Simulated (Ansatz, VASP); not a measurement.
**One calculation of K, two programs**

File INCAR:

```
SYSTEM = K
PREC     = Accurate       ! precision mode
ENCUT    = 520            ! plane-wave cutoff, eV
EDIFF    = 1E-6           ! SCF threshold, eV
ISMEAR   = 0              ! smearing method
SIGMA    = 0.15           ! smearing width, eV
LREAL    = .False.        ! projectors in reciprocal space
LASPH    = .True.         ! aspherical terms in the spheres
NELM     = 100            ! most SCF steps
ALGO     = Fast           ! electronic algorithm
ISIF     = 2              ! what is computed and relaxed
LWAVE    = .False.        ! write WAVECAR
LCHARG   = .True.         ! write CHGCAR
GGA      = PE             ! functional
LELF     = .True.         ! ELF
LVHAR    = .True.       
NBANDS   = 10             ! bands
```

File KPOINTS:

```
regular mesh
0
Gamma
  14 14 14
  0 0 0
```

Contents of POSCAR:

```
K
1.0
   -2.6180000000      2.6180000000      2.4871000000
    2.6180000000     -2.6180000000      2.4871000000
    2.6180000000      2.6180000000     -2.4871000000
K
1
Direct
    0.0000000000      0.0000000000      0.0000000000
```

Input for Ansatz:

```yaml
crystal:
  lattice:
    - [-2.618, 2.618, 2.4871]
    - [2.618, -2.618, 2.4871]
    - [2.618, 2.618, -2.4871]
  atoms:
    - { symbol: K, position: [0.0, 0.0, 0.0] }
basis:
  ecutwfc: 420
kpoints:
  mp_grid: { grid: [14, 14, 14] }
hamiltonian:
  xc: pbe
scf:
  occupations: { method: gaussian, width: 0.15 }
output:
  forces: true
  stress: true
  eigenvalues: true
  write_density: true
  write_potential: true
  elf: true
  volumetric_format: npy
```

Change from the starting cell: strain +0.000 along x and y, -0.050 along z, atoms carried along.

Alike in both runs: task single point; functional PBE; k mesh 14 × 14 × 14; occupations gaussian, width 0.15 eV; no spin polarisation.

|  | VASP | Ansatz |
| --- | --- | --- |
| version | VASP 6.6.1 | Ansatz 0.2.0 |
| potentials or method | VASP PAW PBE potentials, release 64 (K_sv), cutoff 520 eV | scalar-relativistic, plane waves, PAW |
| valence electrons in the cell | 9 | 9 |

|  | VASP | Ansatz | Ansatz less VASP |
| --- | --- | --- | --- |
| gap on the k mesh at the Fermi level (eV) | none | none | - |
| pressure (GPa) | 0.3 | 0.3 | +0.01 |

A gap of «none» marks a metal or a gap that the smearing closes.
